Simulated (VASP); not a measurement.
# Si2Ni (fluorite type) (Fm-3m) in VASP: a series of runs

The runs below take Si2Ni (fluorite type) through single point, with PBEsol.

All numbers are computed with VASP 6.6.1; they aren't measurements. Logs are shortened: lines on timing, memory, paths and dates and some standing lists are left out, and cuts for length are marked.

**1. The cell of the first run**

It takes space group Fm-3m (No. 225, cubic). The conventional cell has a = 5.003 Å, b = 5.003 Å, c = 5.003 Å, α = 90.00°, β = 90.00°, γ = 90.00°. Within 2.9 Å of Ni (site symmetry m-3m) lie 8 Si at 2.17 Å. Si (site symmetry -43m) has 4 Ni at 2.17 Å and 6 Si at 2.50 Å within 2.9 Å.

**2. Single point, PBEsol (volume scaled by 0.8)**

The input, INCAR:

```
  ALGO = Normal
  EDIFF = 1E-6
  ENCUT = 520
  GGA = PS
  ISIF = 2
  ISMEAR = -1
  LASPH = True
  LCHARG = True
  LELF = True
  LREAL = False
  LVHAR = True
  LWAVE = False
  NBANDS = 16
  NELM = 80
  PREC = Accurate
  SIGMA = 0.05
```

The input, KPOINTS:

```
k-points
0
Gamma
  11 11 11
```

The input, POSCAR:

```
Si2Ni
1.0
    0.0000000000      2.5016220880      2.5016220880
    2.5016220880      0.0000000000      2.5016220880
    2.5016220880      2.5016220880      0.0000000000
Ni Si
1 2
Direct
    0.0000000000      0.0000000000      0.0000000000
    0.2500000000      0.2500000000      0.2500000000
    0.7500000000      0.7500000000      0.7500000000
```

Potentials or basis: VASP PAW PBE potentials, release 64 (Ni, Si).

The run is started by

```sh
$ cat potpaw_PBE.64/Ni/POTCAR potpaw_PBE.64/Si/POTCAR > POTCAR
$ mpirun -np 1 vasp_std > vasp.out
```

OUTCAR:

```text
EDIFF = 1E-6
   ENCUT = 520
   GGA = PS
   ISIF = 2
   ISMEAR = -1
   LASPH = True
   LREAL = False
   NELM = 80
   PREC = Accurate

 ion  position               nearest neighbor table
   1  0.000  0.000  0.000-   3 2.17   3 2.17   3 2.17   2 2.17   3 2.17   2 2.17   2 2.17   2 2.17

   2  0.250  0.250  0.250-   1 2.17   1 2.17   1 2.17   1 2.17   3 2.50   3 2.50   3 2.50   3 2.50
                             3 2.50   3 2.50
   3  0.750  0.750  0.750-   1 2.17   1 2.17   1 2.17   1 2.17   2 2.50   2 2.50   2 2.50   2 2.50
                             2 2.50   2 2.50

  LATTYP: Found a face centered cubic cell.
 ALAT       =     5.0032441760

  Lattice vectors:

 A1 = (   0.0000000000,   2.5016220880,   2.5016220880)
 A2 = (   2.5016220880,   0.0000000000,   2.5016220880)
 A3 = (   2.5016220880,   2.5016220880,   0.0000000000)

Analysis of symmetry for initial positions (statically):
=====================================================================
 Subroutine PRICEL returns:
 Original cell was already a primitive cell.

 Routine SETGRP: Setting up the symmetry group for a
 face centered cubic supercell.

 Subroutine GETGRP returns: Found 48 space group operations
 (whereof 48 operations were pure point group operations)
 out of a pool of 48 trial point group operations.

The static configuration has the point symmetry O_h .

Analysis of symmetry for dynamics (positions and initial velocities):
=====================================================================
 Subroutine PRICEL returns:
 Original cell was already a primitive cell.

 Routine SETGRP: Setting up the symmetry group for a
 face centered cubic supercell.

 Subroutine GETGRP returns: Found 48 space group operations
 (whereof 48 operations were pure point group operations)
 out of a pool of 48 trial point group operations.

The dynamic configuration has the point symmetry O_h .

 Subroutine INISYM returns: Found 48 space group operations
 (whereof 48 operations are pure point group operations),
 and found     1 'primitive' translations

----------------------------------------------------------------------------------------

                                     Primitive cell

  volume of cell :      31.3109

  direct lattice vectors                    reciprocal lattice vectors
     0.000000000  2.501622088  2.501622088    -0.199870317  0.199870317  0.199870317
     2.501622088  0.000000000  2.501622088     0.199870317 -0.199870317  0.199870317
     2.501622088  2.501622088  0.000000000     0.199870317  0.199870317 -0.199870317

  length of vectors
     3.537827885  3.537827885  3.537827885     0.346185544  0.346185544  0.346185544

  position of ions in fractional coordinates (direct lattice)
     0.000000000  0.000000000  0.000000000
     0.250000000  0.250000000  0.250000000
     0.750000000  0.750000000  0.750000000

  ion indices of the primitive-cell ions
   primitive index   ion index
                 1           1
                 2           2
                 3           3

----------------------------------------------------------------------------------------

 KPOINTS: k-points

Automatic generation of k-mesh.
 Grid dimensions read from file:
 generate k-points for:   11   11   11

 Generating k-lattice:

  Cartesian coordinates                     Fractional coordinates (reciprocal lattice)
    -0.018170029  0.018170029  0.018170029     0.090909091  0.000000000  0.000000000
     0.018170029 -0.018170029  0.018170029     0.000000000  0.090909091  0.000000000
     0.018170029  0.018170029 -0.018170029     0.000000000  0.000000000  0.090909091

  Length of vectors
     0.031471413  0.031471413  0.031471413

  Shift w.r.t. Gamma in fractional coordinates (k-lattice)
     0.000000000  0.000000000  0.000000000

 Subroutine IBZKPT returns following result:
 ===========================================

 Found     56 irreducible k-points:

 Following reciprocal coordinates:
            Coordinates               Weight
  0.000000  0.000000  0.000000      1.000000
  0.090909  0.000000  0.000000      8.000000
  0.181818  0.000000  0.000000      8.000000
  0.272727  0.000000  0.000000      8.000000
  0.363636  0.000000  0.000000      8.000000
  0.454545  0.000000  0.000000      8.000000
[... 16 lines left out ...]
 -0.272727  0.181818  0.000000     24.000000
 -0.181818  0.181818  0.000000     12.000000
 [... further k-points ...]
   k-points           NKPTS =     56   k-points in BZ     NKDIM =     56   number of bands    NBANDS=     16
   number of dos      NEDOS =    301   number of ions     NIONS =      3
   total plane-waves  NPLWV =  21952
   dimension x,y,z NGX =    28 NGY =   28 NGZ =   28
   dimension x,y,z NGXF=    56 NGYF=   56 NGZF=   56
   ions per type =               1   2
   NGX,Y,Z   is equivalent  to a cutoff of  13.16, 13.16, 13.16 a.u.
   NGXF,Y,Z  is equivalent  to a cutoff of  26.31, 26.31, 26.31 a.u.
 SYSTEM =  unknown system
   PREC   = accura    normal or accurate (medium, high low for compatibility)
   ISTART =      0    job   : 0-new  1-cont  2-samecut
   ICHARG =      2    charge: 1-file 2-atom 10-const
   ISPIN  =      1    spin polarized calculation?
   LNONCOLLINEAR =      F non collinear calculations
   LSORBIT =      F    spin-orbit coupling
   LASPH  =      T    aspherical Exc in radial PAW
   ENCUT  =  520.0 eV  38.22 Ry    6.18 a.u.   6.58  6.58  6.58*2*pi/ulx,y,z
   NELM   =     80;   NELMIN=  2; NELMDL= -5     # of ELM steps
   EDIFF  = 0.1E-05   stopping-criterion for ELM
   LREAL  =      F    real-space projection
   EDIFFG = 0.1E-04   stopping-criterion for IOM
   NSW    =      0    number of steps for IOM
   IBRION =     -1    ionic relax: 0-MD 1-quasi-New 2-CG
   NFREE  =      0    steps in history (QN), initial steepest desc. (CG)
   ISIF   =      2    stress and relaxation
   ISYM   =      2    0-nonsym 1-usesym 2-fastsym
   POTIM  = 0.5000    time-step for ionic-motion
   TEBEG  =    0.0;   TEEND  =   0.0 temperature during run
   PSTRESS=    0.0 pullay stress
   NELECT =      18.0000    total number of electrons
   NUPDOWN=      -1.0000    fix difference up-down
   EMIN   =  10.00;   EMAX   =-10.00  energy-range for DOS
   EFERMI =   0.00;   METHOD = LEGACY
   ISMEAR =    -1;   SIGMA  =   0.05  broadening in eV -4-tet -1-fermi 0-gaus
   EFERMI_NEDOS =   21; number of points for ismear=-14 and -15
   IALGO  =     38    algorithm
   IMIX   =      4    mixing-type and parameters
     AMIX     =   0.40;   BMIX     =  1.00
     AMIX_MAG =   1.60;   BMIX_MAG =  1.00
  volume/ion in A,a.u.               =      10.44        70.43
  Fermi-wavevector in a.u.,A,eV,Ry     =   1.361238  2.572366 25.211161  1.852968
  Thomas-Fermi vector in A             =   2.487831
   LORBIT       =      0    0 simple, 1 ext, 2 COOP (PROOUT), +10 PAW based schemes
   GGA     = PS    functional components
   LHFCALC =     F    Hartree Fock is set to
   AEXX    =    0.0000 exact exchange contribution
   IVDW    =     0    specifies the selected vdW correction
   LEPSILON=     F    determine dielectric tensor
   LRPA    =     F    only Hartree local field effects (RPA)
 non-spin polarized calculation
  energy-cutoff  :      520.00
  volume of cell :       31.31
 maximum number of plane-waves:       869
   NGX = 13   NGY = 13   NGZ = 13

 number of electron      17.9999997 magnetization

 Free energy of the ion-electron system (eV)
  ---------------------------------------------------
  ext. energy  EPLUGINS =         0.00000000
  ---------------------------------------------------
  free energy    TOTEN  =       -17.79373064 eV

  energy without entropy =      -17.78756857  energy(sigma->0) =      -17.79064960

 E-fermi :  14.4530     XC(G=0): -12.7976

 val. band max:       14.4454474819   @ k =  -0.4545   0.3636   0.0000
 cond. band min:      14.4570982003   @ k =   0.3636   0.2727   0.0000
 fundamental gap:      0.0116507185
 Fermi energy:        14.4530196690

 k-point     1 :       0.0000    0.0000    0.0000
  band No.  band energies     occupation
      1      -2.0887      2.00000
      2       7.2243      2.00000
      3       7.2243      2.00000
      4       7.2243      2.00000
      5       9.1376      2.00000
      6       9.1376      2.00000
[... 8 lines left out ...]
     15      19.5119      0.00000
     16      19.5119      0.00000

 k-point     2 :       0.0909    0.0000    0.0000
  band No.  band energies     occupation
      1      -1.9428      2.00000
      2       7.0364      2.00000
      3       7.2710      2.00000
      4       7.2710      2.00000
      5       9.1082      2.00000
      6       9.1082      2.00000
[... 8 lines left out ...]
     15      18.6891      0.00000
     16      19.2660      0.00000

 k-point     3 :       0.1818    0.0000    0.0000
  band No.  band energies     occupation
      1      -1.5084      2.00000
      2       6.4683      2.00000
      3       7.3922      2.00000
      4       7.3922      2.00000
      5       9.0550      2.00000
      6       9.0550      2.00000
[... 8 lines left out ...]
     15      18.7185      0.00000
     16      20.1692      0.00000

 k-point     4 :       0.2727    0.0000    0.0000
  band No.  band energies     occupation
      1      -0.7969      2.00000
      2       5.5076      2.00000
      3       7.5291      2.00000
      4       7.5291      2.00000
      5       9.0663      2.00000
      6       9.0663      2.00000
[... 8 lines left out ...]
     15      20.1066      0.00000
     16      21.8516      0.00000

 k-point     5 :       0.3636    0.0000    0.0000
  band No.  band energies     occupation
      1       0.1688      2.00000
      2       4.2239      2.00000
      3       7.6131      2.00000
      4       7.6131      2.00000
      5       9.2100      2.00000
      6       9.2100      2.00000
[... 8 lines left out ...]
     15      21.8206      0.00000
     16      23.5651      0.00000

 k-point     6 :       0.4545    0.0000    0.0000
  band No.  band energies     occupation
      1       1.3222      2.00000
      2       2.8473      2.00000
      3       7.6374      2.00000
      4       7.6375      2.00000
      5       9.1724      2.00000
      6       9.3957      2.00000
[... 8 lines left out ...]
     15      23.5518      0.00000
     16      25.2872      0.00000

 k-point     7 :       0.0909    0.0909    0.0000
  band No.  band energies     occupation
      1      -1.8941      2.00000
      2       7.0540      2.00000
      3       7.2539      2.00000
      4       7.2539      2.00000
      5       9.0023      2.00000
      6       9.1836      2.00000
[... 8 lines left out ...]
     15      19.7236      0.00000
     16      19.7236      0.00000

 k-point     8 :       0.1818    0.0909    0.0000
  band No.  band energies     occupation
      1      -1.5558      2.00000
      2       6.6707      2.00000
      3       7.3240      2.00000
      4       7.3616      2.00000
      5       8.8540      2.00000
      6       9.2104      2.00000
[... 8 lines left out ...]
     15      19.6155      0.00000
     16      20.0377      0.00000

 k-point     9 :       0.2727    0.0909    0.0000
  band No.  band energies     occupation
      1      -0.9363      2.00000
      2       5.8941      2.00000
      3       7.4426      2.00000
      4       7.5053      2.00000
      5       8.7610      2.00000
      6       9.2470      2.00000
[... 8 lines left out ...]
     15      20.8738      0.00000
     16      21.9059      0.00000
[... 172 lines left out ...]
 k-point    19 :       0.3636    0.1818    0.0000
  band No.  band energies     occupation
      1       0.0004      2.00000
      2       5.3118      2.00000
      3       7.3999      2.00000
      4       7.5894      2.00000
      5       8.3022      2.00000
      6       9.4616      2.00000
[... 8 lines left out ...]
     15      23.5085      0.00000
     16      24.3008      0.00000

 k-point    20 :       0.4545    0.1818    0.0000
  band No.  band energies     occupation
      1       1.0297      2.00000
      2       4.1057      2.00000
      3       7.1923      2.00000
      4       7.7181      2.00000
      5       8.4054      2.00000
      6       9.2555      2.00000
[... 8 lines left out ...]
     15      24.7007      0.00000
     16      25.9772      0.00000

 k-point    21 :      -0.4545    0.1818    0.0000
  band No.  band energies     occupation
      1       2.1642      2.00000
      2       2.8551      2.00000
      3       6.9542      2.00000
      4       7.8406      2.00000
      5       8.4466      2.00000
      6       9.2768      2.00000
[... 8 lines left out ...]
     15      23.4013      0.00000
     16      24.5108      0.00000

 k-point    22 :      -0.3636    0.1818    0.0000
  band No.  band energies     occupation
      1       1.4105      2.00000
      2       3.6571      2.00000
      3       6.7882      2.00000
      4       7.9626      2.00000
      5       8.7239      2.00000
      6       8.9018      2.00000
[... 8 lines left out ...]
     15      22.4282      0.00000
     16      23.1641      0.00000

 k-point    23 :      -0.2727    0.1818    0.0000
  band No.  band energies     occupation
      1       0.3148      2.00000
      2       4.8756      2.00000
      3       6.7955      2.00000
      4       8.0072      2.00000
      5       8.6156      2.00000
      6       9.3091      2.00000
[... 8 lines left out ...]
     15      21.2847      0.00000
     16      24.2253      0.00000

 k-point    24 :      -0.1818    0.1818    0.0000
  band No.  band energies     occupation
      1      -0.5598      2.00000
      2       5.7188      2.00000
      3       7.0156      2.00000
      4       7.8148      2.00000
      5       8.6546      2.00000
      6       9.3219      2.00000
[... 8 lines left out ...]
     15      21.1655      0.00000
     16      23.5321      0.00000

 [... further k-points ...]
[... 5 lines left out ...]
  --------------------------------------------------------------------------------------
  -------------------------------------------------------------------------------------
  Total       11.7145242     11.7145242     11.7145242     -0.0000000     -0.0000000      0.0000000
  in kB      599.4322903    599.4322903    599.4322903     -0.0000000     -0.0000000      0.0000000
  external PRESSURE =     599.4322903 kB  Pullay stress =       0.0000000 kB

 VOLUME and BASIS-vectors are now :
 -----------------------------------------------------------------------------
  energy-cutoff  :      520.00
  volume of cell :       31.31
      direct lattice vectors                 reciprocal lattice vectors
     0.000000000  2.501622088  2.501622088    -0.199870317  0.199870317  0.199870317
     2.501622088  0.000000000  2.501622088     0.199870317 -0.199870317  0.199870317
     2.501622088  2.501622088  0.000000000     0.199870317  0.199870317 -0.199870317

 POSITION                                       TOTAL-FORCE (eV/Angst)
 -----------------------------------------------------------------------------------
      0.00000      0.00000      0.00000         0.000000     -0.000000     -0.000000
      1.25081      1.25081      1.25081         0.000000     -0.000000     -0.000000
      3.75243      3.75243      3.75243        -0.000000      0.000000      0.000000
 -----------------------------------------------------------------------------------
    total drift:                               -0.000000     -0.000000      0.000000

  FREE ENERGIE OF THE ION-ELECTRON SYSTEM (eV)
  ---------------------------------------------------
  free  energy   TOTEN  =       -17.7937306352 eV

  energy  without entropy=      -17.7875685708  energy(sigma->0) =      -17.79064960
```

It took 55 s on 1 thread of Intel Xeon 8259CL, shared host; peak memory 0.17 GiB.

What came out:

| Property | Result |
| --- | --- |
| Free energy | -17.7937 eV |
| Pressure | 59.9 GPa |
| Band gap on the k mesh | zero (band 9 reaches 15.90 eV, above the bottom of band 10 at 14.16 eV) |

Levels at points of the mesh, in eV from the Fermi level:
| k point | band 5 | band 6 | band 7 | band 8 | band 9 | band 10 | band 11 | band 12 | band 13 | band 14 |
| --- | --- | --- | --- | --- | --- | --- | --- | --- | --- | --- |
| (0.00, 0.00, 0.00) | -5.32 | -5.32 | 1.45 | 1.45 | 1.45 | 1.54 | 1.79 | 1.79 | 1.79 | 5.06 |

Caveat: the PAW data sets were made with another functional, which shifts forces and pressure a little.

(Part 1 of 2 ends here.)
